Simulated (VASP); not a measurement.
# Al2O3 (Ia-3) in VASP: electric field gradients with r2SCAN

Aim: the electric field gradients of Al2O3 with r2SCAN.

Everything below comes from runs of VASP 6.6.1. Logs are shortened: lines on timing, memory, paths and dates and some standing lists are left out, and cuts for length are marked.

## 1. The cell of the first run

The structure is cubic, space group Ia-3 (No. 206). The conventional cell has a = 8.875 Å, b = 8.875 Å, c = 8.875 Å, α = 90.00°, β = 90.00°, γ = 90.00°. Al (site symmetry -3) has 6 O at 1.90 Å within 2.5 Å. Al (site symmetry 2) has 6 O at 1.85 to 1.97 Å within 2.5 Å. O (site symmetry 1) has 4 Al at 1.85 to 1.97 Å and 5 O at 2.47 to 2.54 Å within 2.6 Å.

## 2. Electric field gradients, r2SCAN

Input file POSCAR:

```
Al2O3
1.0
   -4.4376709900      4.4376709900      4.4376709900
    4.4376709900     -4.4376709900      4.4376709900
    4.4376709900      4.4376709900     -4.4376709900
Al O
16 24
Direct
    0.5000000000      0.0000000000      0.0000000000
    0.9621603400      0.2500000000      0.2121603400
    0.7878396600      0.0378396600      0.7500000000
    0.7121603400      0.4621603400      0.2500000000
    0.7500000000      0.7878396600      0.0378396600
    0.7500000000      0.2878396600      0.5378396600
    0.4621603400      0.2500000000      0.7121603400
    0.0000000000      0.5000000000      0.0000000000
    0.5000000000      0.5000000000      0.5000000000
    0.0000000000      0.0000000000      0.5000000000
    0.5378396600      0.7500000000      0.2878396600
    0.2500000000      0.7121603400      0.4621603400
    0.2500000000      0.2121603400      0.9621603400
    0.2878396600      0.5378396600      0.7500000000
    0.2121603400      0.9621603400      0.2500000000
    0.0378396600      0.7500000000      0.7878396600
    0.7706670600      0.0458728300      0.4971185000
    0.7293329400      0.2264514400      0.2752057700
    0.2735485600      0.0028815000      0.0487543300
    0.9541271700      0.5028815000      0.2293329400
    0.4541271700      0.2247942300      0.4512456700
    0.7735485600      0.7247942300      0.2706670600
    0.0487543300      0.2735485600      0.0028815000
    0.4512456700      0.4541271700      0.2247942300
    0.7247942300      0.2706670600      0.7735485600
    0.7752057700      0.5487543300      0.5458728300
    0.0028815000      0.0487543300      0.2735485600
    0.4971185000      0.7706670600      0.0458728300
    0.9971185000      0.9512456700      0.7264514400
    0.2247942300      0.4512456700      0.4541271700
    0.2752057700      0.7293329400      0.2264514400
    0.5028815000      0.2293329400      0.9541271700
    0.5487543300      0.5458728300      0.7752057700
    0.9512456700      0.7264514400      0.9971185000
    0.5458728300      0.7752057700      0.5487543300
    0.2264514400      0.2752057700      0.7293329400
    0.0458728300      0.4971185000      0.7706670600
    0.7264514400      0.9971185000      0.9512456700
    0.2293329400      0.9541271700      0.5028815000
    0.2706670600      0.7735485600      0.7247942300
```

Input file INCAR.step1:

```
PREC = Accurate
ENCUT = 520
ISMEAR = -1
SIGMA = 0.02
LREAL = Auto
LASPH = True
NELM = 80
NBANDS = 122
GGA = PE
ALGO = Normal
EDIFF = 1E-4
LWAVE = True
LCHARG = False
```

Input file INCAR.step2:

```
PREC = Accurate
ENCUT = 520
EDIFF = 1E-8
ISMEAR = -1
SIGMA = 0.02
LREAL = Auto
LASPH = True
NELM = 80
ALGO = Normal
ISIF = 2
LWAVE = False
LCHARG = False
METAGGA = R2SCAN
LMIXTAU = True
LEFG = True
NBANDS = 122
ISTART = 1
```

Input file KPOINTS:

```
regular mesh
0
Gamma
  4 4 4
```

Potentials or basis: VASP PAW PBE potentials, release 64 (Al, O).

Run with:

```
> cat potpaw_PBE.64/Al/POTCAR potpaw_PBE.64/O/POTCAR > POTCAR
> cp INCAR.step1 INCAR
> mpirun -np 1 vasp_std > vasp.out
> cp INCAR.step2 INCAR
> mpirun -np 1 vasp_std > vasp.out
```

OUTCAR:

```text
PREC = Accurate
   ENCUT = 520
   EDIFF = 1E-8
   ISMEAR = -1
   LREAL = Auto
   LASPH = True
   NELM = 80
   ISIF = 2
   METAGGA = R2SCAN
   ISTART = 1

 ion  position               nearest neighbor table
   1  0.500  0.000  0.000-  28 1.90  32 1.90  18 1.90  40 1.90  38 1.90  19 1.90   2 2.91   4 2.91
                             5 2.91  13 2.91  14 2.91  16 2.91
   2  0.962  0.250  0.212-  27 1.85  30 1.85  38 1.93  20 1.93  23 1.97  18 1.97   1 2.91   8 2.91
                             4 2.93   5 2.93   3 2.93  12 2.93
   3  0.788  0.038  0.750-  35 1.85  38 1.85  23 1.93  17 1.93  29 1.97  25 1.97   8 2.91  10 2.91
                            11 2.93  13 2.93   2 2.93   6 2.93
   4  0.712  0.462  0.250-  20 1.85  22 1.85  18 1.93  24 1.93  26 1.97  32 1.97   1 2.91   9 2.91
                             6 2.93   2 2.93  11 2.93  13 2.93
   5  0.750  0.788  0.038-  34 1.85  33 1.85  27 1.93  28 1.93  22 1.97  38 1.97   1 2.91  10 2.91
                             2 2.93  11 2.93  15 2.93  14 2.93
   6  0.750  0.288  0.538-  17 1.85  18 1.85  25 1.93  26 1.93  21 1.97  37 1.97   8 2.91   9 2.91
                             7 2.93   3 2.93   4 2.93  16 2.93
   7  0.462  0.250  0.712-  25 1.85  32 1.85  21 1.93  36 1.93  39 1.97  33 1.97   9 2.91  10 2.91
                            14 2.93  15 2.93   6 2.93  13 2.93
   8  0.000  0.500  0.000-  20 1.90  37 1.90  25 1.90  31 1.90  34 1.90  23 1.90   2 2.91   3 2.91
                             6 2.91  12 2.91  15 2.91  16 2.91
   9  0.500  0.500  0.500-  21 1.90  24 1.90  26 1.90  30 1.90  33 1.90  35 1.90   4 2.91   6 2.91
[... 37 lines left out ...]
  39  0.229  0.954  0.503-  12 1.85  10 1.90  15 1.93   7 1.97
  40  0.271  0.774  0.725-  12 1.85   1 1.90  14 1.93  16 1.97

  LATTYP: Found a body centered cubic cell.
 ALAT       =     8.8753419800

  Lattice vectors:

 A1 = (  -4.4376709900,   4.4376709900,   4.4376709900)
 A2 = (   4.4376709900,  -4.4376709900,   4.4376709900)
 A3 = (   4.4376709900,   4.4376709900,  -4.4376709900)

Analysis of symmetry for initial positions (statically):
=====================================================================
 Subroutine PRICEL returns:
 Original cell was already a primitive cell.

 Routine SETGRP: Setting up the symmetry group for a
 body centered cubic supercell.

 Subroutine GETGRP returns: Found 24 space group operations
 (whereof  6 operations were pure point group operations)
 out of a pool of 48 trial point group operations.

The static configuration has the point symmetry S_6 .
 The point group associated with its full space group is T_h .

Analysis of symmetry for dynamics (positions and initial velocities):
=====================================================================
 Subroutine PRICEL returns:
 Original cell was already a primitive cell.

 Routine SETGRP: Setting up the symmetry group for a
 body centered cubic supercell.

 Subroutine GETGRP returns: Found 24 space group operations
 (whereof  6 operations were pure point group operations)
 out of a pool of 48 trial point group operations.

The dynamic configuration has the point symmetry S_6 .
 The point group associated with its full space group is T_h .

 Subroutine INISYM returns: Found 24 space group operations
 (whereof  6 operations are pure point group operations),
 and found     1 'primitive' translations

----------------------------------------------------------------------------------------

                                     Primitive cell

  volume of cell :     349.5629

  direct lattice vectors                    reciprocal lattice vectors
    -4.437670990  4.437670990  4.437670990     0.000000000  0.112671715  0.112671715
     4.437670990 -4.437670990  4.437670990     0.112671715  0.000000000  0.112671715
     4.437670990  4.437670990 -4.437670990     0.112671715  0.112671715  0.000000000

  length of vectors
     7.686271622  7.686271622  7.686271622     0.159341867  0.159341867  0.159341867

  position of ions in fractional coordinates (direct lattice)
     0.500000000  0.000000000  0.000000000
     0.962160340  0.250000000  0.212160340
     0.787839660  0.037839660  0.750000000
     0.712160340  0.462160340  0.250000000
     0.750000000  0.787839660  0.037839660
     0.750000000  0.287839660  0.537839660
[... 138 lines left out ...]
   ISIF   =      2    stress and relaxation
   ISYM   =      2    0-nonsym 1-usesym 2-fastsym
   POTIM  = 0.5000    time-step for ionic-motion
   TEBEG  =    0.0;   TEEND  =   0.0 temperature during run
   PSTRESS=    0.0 pullay stress
   NELECT =     192.0000    total number of electrons
   NUPDOWN=      -1.0000    fix difference up-down
   EMIN   =  10.00;   EMAX   =-10.00  energy-range for DOS
   EFERMI =   0.00;   METHOD = LEGACY
   ISMEAR =    -1;   SIGMA  =   0.02  broadening in eV -4-tet -1-fermi 0-gaus
   EFERMI_NEDOS =   21; number of points for ismear=-14 and -15
   IALGO  =     38    algorithm
   IMIX   =      4    mixing-type and parameters
     AMIX     =   0.40;   BMIX     =  1.00
     AMIX_MAG =   1.60;   BMIX_MAG =  1.00
  volume/ion in A,a.u.               =       8.74        58.97
  Fermi-wavevector in a.u.,A,eV,Ry     =   1.340706  2.533567 24.456363  1.797492
  Thomas-Fermi vector in A             =   2.468997
   LORBIT       =      0    0 simple, 1 ext, 2 COOP (PROOUT), +10 PAW based schemes
   METAGGA = R2SCAN    functional components
   LHFCALC =     F    Hartree Fock is set to
   AEXX    =    0.0000 exact exchange contribution
   IVDW    =     0    specifies the selected vdW correction
   LEPSILON=     F    determine dielectric tensor
   LRPA    =     F    only Hartree local field effects (RPA)
 non-spin polarized calculation
  energy-cutoff  :      520.00
  volume of cell :      349.56
 maximum number of plane-waves:      9453
 NGX is ok and might be reduce to    60
   NGX = 29   NGY = 29   NGZ = 29

 number of electron     192.0000010 magnetization

 Free energy of the ion-electron system (eV)
  ---------------------------------------------------
  ext. energy  EPLUGINS =         0.00000000
  ---------------------------------------------------
  free energy    TOTEN  =      -383.45551020 eV

  energy without entropy =     -383.45551020  energy(sigma->0) =     -383.45551020

 E-fermi :   6.0280     XC(G=0): -12.0342

 val. band max:        5.4906301276   @ k =   0.2500   0.0000   0.0000
 cond. band min:      11.8604747273   @ k =   0.0000   0.0000   0.0000
 fundamental gap:      6.3698445996
 Fermi energy:         6.0280174577

 k-point     1 :       0.0000    0.0000    0.0000
  band No.  band energies     occupation
      1     -14.6565      2.00000
      2     -13.2753      2.00000
      3     -13.2753      2.00000
      4     -13.1352      2.00000
      5     -13.1352      2.00000
      6     -13.1352      2.00000
[... 877 lines left out ...]
    107      15.8423      0.00000
    108      15.9865      0.00000
 [bands above 108 left out]

------------------------ aborting loop because EDIFF is reached ----------------------------------------

  FORCE on cell =-STRESS in cart. coord.  units (eV):
  Direction    XX          YY          ZZ          XY          YZ          ZX
  --------------------------------------------------------------------------------------
  -------------------------------------------------------------------------------------
  Total        0.9587633      0.9587633      0.9587633      0.0000000      0.0000000     -0.0000000
  in kB        4.3943708      4.3943708      4.3943708      0.0000000      0.0000000     -0.0000000
  external PRESSURE =       4.3943708 kB  Pullay stress =       0.0000000 kB

 VOLUME and BASIS-vectors are now :
 -----------------------------------------------------------------------------
  energy-cutoff  :      520.00
  volume of cell :      349.56
      direct lattice vectors                 reciprocal lattice vectors
    -4.437670990  4.437670990  4.437670990     0.000000000  0.112671715  0.112671715
     4.437670990 -4.437670990  4.437670990     0.112671715  0.000000000  0.112671715
     4.437670990  4.437670990 -4.437670990     0.112671715  0.112671715  0.000000000

 POSITION                                       TOTAL-FORCE (eV/Angst)
 -----------------------------------------------------------------------------------
     -2.21884      2.21884      2.21884         0.000000      0.000000      0.000000
     -2.21884      4.10183      4.43767         0.000000      0.001901      0.000000
     -0.00000      6.65651      0.33584         0.000000      0.000000     -0.001901
      0.00000      2.21884      4.10183         0.000000      0.000000      0.001901
      0.33584     -0.00000      6.65651        -0.001901      0.000000      0.000000
      0.33584      4.43767      2.21884        -0.001901      0.000000      0.000000
[... 32 lines left out ...]
      5.44802     -0.98478      3.02018         0.005967      0.018333     -0.003433
      5.44802      0.98478      1.41749         0.005967     -0.018333      0.003433
 -----------------------------------------------------------------------------------
    total drift:                                0.000000      0.000000      0.000000

  FREE ENERGIE OF THE ION-ELECTRON SYSTEM (eV)
  ---------------------------------------------------
  free  energy   TOTEN  =      -383.4555102016 eV

  energy  without entropy=     -383.4555102016  energy(sigma->0) =     -383.45551020

 Electric field gradients (V/A^2)
---------------------------------------------------------------------
 ion       V_xx      V_yy      V_zz      V_xy      V_xz      V_yz
---------------------------------------------------------------------
   1      -0.000    -0.000     0.000     5.305    -5.303    -5.303
   2       7.129    -6.526    -0.603    -0.000   -19.917    -0.001
   3      -0.603     7.129    -6.526   -19.917    -0.001    -0.000
   4      -0.602     7.128    -6.526    19.917    -0.001    -0.001
   5      -6.526    -0.603     7.129    -0.001    -0.000   -19.917
   6      -6.526    -0.602     7.128    -0.001    -0.001    19.917
[... 32 lines left out ...]
  39       0.219     5.709    -5.928    -6.174     9.700    18.291
  40       0.220     5.709    -5.929     6.173    -9.701    18.292
---------------------------------------------------------------------

 Electric field gradients after diagonalization (V/A^2)
 (convention: |V_zz| > |V_xx| > |V_yy|)
----------------------------------------------------------------------
 ion       V_xx      V_yy      V_zz     asymmetry (V_yy - V_xx)/ V_zz
----------------------------------------------------------------------
   1      -5.305    -5.302    10.607       0.000
   2     -17.026    -6.526    23.552       0.446
   3     -17.026    -6.526    23.552       0.446
   4     -17.026    -6.526    23.552       0.446
   5     -17.026    -6.526    23.552       0.446
   6     -17.026    -6.526    23.552       0.446
[... 32 lines left out ...]
  39      19.120     5.489   -24.609       0.554
  40      19.121     5.489   -24.611       0.554
----------------------------------------------------------------------

           NMR quadrupolar parameters

 Cq : quadrupolar parameter    Cq=e*Q*V_zz/h
 eta: asymmetry parameters     (V_yy - V_xx)/ V_zz
 Q  : nuclear electric quadrupole moment in mb (millibarn)
----------------------------------------------------------------------
 ion       Cq(MHz)       eta       Q (mb)
----------------------------------------------------------------------
   1       0.026       0.000       1.000
   2       0.057       0.446       1.000
   3       0.057       0.446       1.000
   4       0.057       0.446       1.000
   5       0.057       0.446       1.000
   6       0.057       0.446       1.000
[... 32 lines left out ...]
  39      -0.060       0.554       1.000
  40      -0.060       0.554       1.000
----------------------------------------------------------------------
```

Run time: 17 min. Hardware: 1 thread of Intel Xeon 6975P-C (Granite Rapids), shared host; peak memory 0.63 GiB.

What came out:

| Quantity | Value |
| --- | --- |
| Free energy | -383.4555 eV |
| Pressure | 0.4 GPa |
| Largest force | 0.020 eV/Å |
| Band gap on the k mesh | 6.37 eV (least direct gap 6.39 eV) |
| Largest electric field gradient by atom | Al +10.6, +23.6 (each value once); O -24.6 V/Å² |

Forces on the atoms (eV/Å):
```
Al   0.000  0.000  0.000
Al   0.000  0.002  0.000
Al   0.000  0.000 -0.002
Al   0.000  0.000  0.002
Al  -0.002  0.000  0.000
Al  -0.002  0.000  0.000
Al   0.000  0.002  0.000
Al   0.000  0.000  0.000
Al   0.000  0.000  0.000
Al   0.000  0.000  0.000
Al   0.000 -0.002  0.000
Al   0.002  0.000  0.000
Al   0.002  0.000  0.000
Al   0.000  0.000 -0.002
Al   0.000  0.000  0.002
Al   0.000 -0.002  0.000
O   -0.006 -0.018  0.003
O   -0.006  0.018 -0.003
O    0.018  0.003  0.006
O    0.018 -0.003  0.006
O   -0.018 -0.003  0.006
O   -0.018  0.003  0.006
O    0.006  0.018  0.003
O    0.006 -0.018 -0.003
O    0.003  0.006 -0.018
O    0.003 -0.006  0.018
O    0.003  0.006  0.018
O    0.003 -0.006 -0.018
O   -0.003 -0.006 -0.018
O   -0.003  0.006 -0.018
O   -0.003 -0.006  0.018
O   -0.003  0.006  0.018
O   -0.006  0.018  0.003
O   -0.006 -0.018 -0.003
O    0.018  0.003 -0.006
O    0.018 -0.003 -0.006
O   -0.018  0.003 -0.006
O   -0.018 -0.003 -0.006
O    0.006  0.018 -0.003
O    0.006 -0.018  0.003
```

Electric field gradients, principal values (V/Å²):
| atom | least | middle | greatest (by size) |
| --- | --- | --- | --- |
| 1 Al | -5.302 | -5.305 | 10.607 |
| 2 Al | -6.526 | -17.026 | 23.552 |
| 3 Al | -6.526 | -17.026 | 23.552 |
| 4 Al | -6.526 | -17.026 | 23.552 |
| 5 Al | -6.526 | -17.026 | 23.552 |
| 6 Al | -6.526 | -17.026 | 23.552 |
| 7 Al | -6.526 | -17.026 | 23.552 |
| 8 Al | -5.302 | -5.305 | 10.607 |
| 9 Al | -5.306 | -5.306 | 10.611 |
| 10 Al | -5.302 | -5.305 | 10.607 |
| 11 Al | -6.526 | -17.026 | 23.552 |
| 12 Al | -6.526 | -17.026 | 23.552 |
| 13 Al | -6.526 | -17.026 | 23.552 |
| 14 Al | -6.526 | -17.026 | 23.552 |
| 15 Al | -6.526 | -17.026 | 23.552 |
| 16 Al | -6.526 | -17.026 | 23.552 |
| 17 O | 5.489 | 19.120 | -24.609 |
| 18 O | 5.489 | 19.121 | -24.611 |
| 19 O | 5.488 | 19.121 | -24.609 |
| 20 O | 5.489 | 19.120 | -24.609 |
| 21 O | 5.489 | 19.121 | -24.610 |
| 22 O | 5.489 | 19.121 | -24.611 |
| 23 O | 5.488 | 19.121 | -24.609 |
| 24 O | 5.489 | 19.121 | -24.610 |
| 25 O | 5.489 | 19.121 | -24.611 |
| 26 O | 5.489 | 19.121 | -24.610 |
| 27 O | 5.488 | 19.121 | -24.609 |
| 28 O | 5.489 | 19.120 | -24.609 |
| 29 O | 5.488 | 19.121 | -24.609 |
| 30 O | 5.489 | 19.121 | -24.610 |
| 31 O | 5.489 | 19.121 | -24.611 |
| 32 O | 5.489 | 19.120 | -24.609 |
| 33 O | 5.489 | 19.121 | -24.610 |
| 34 O | 5.488 | 19.121 | -24.609 |
| 35 O | 5.489 | 19.121 | -24.610 |
| 36 O | 5.489 | 19.121 | -24.611 |
| 37 O | 5.489 | 19.120 | -24.609 |
| 38 O | 5.488 | 19.121 | -24.609 |
| 39 O | 5.489 | 19.120 | -24.609 |
| 40 O | 5.489 | 19.121 | -24.611 |

Caveat: without QUAD_EFG the Cq values of the log hold for a quadrupole moment of 1 mb, not for the nuclei; the PAW data sets were made with another functional, which shifts forces and pressure a little. A k mesh can miss the band edges.
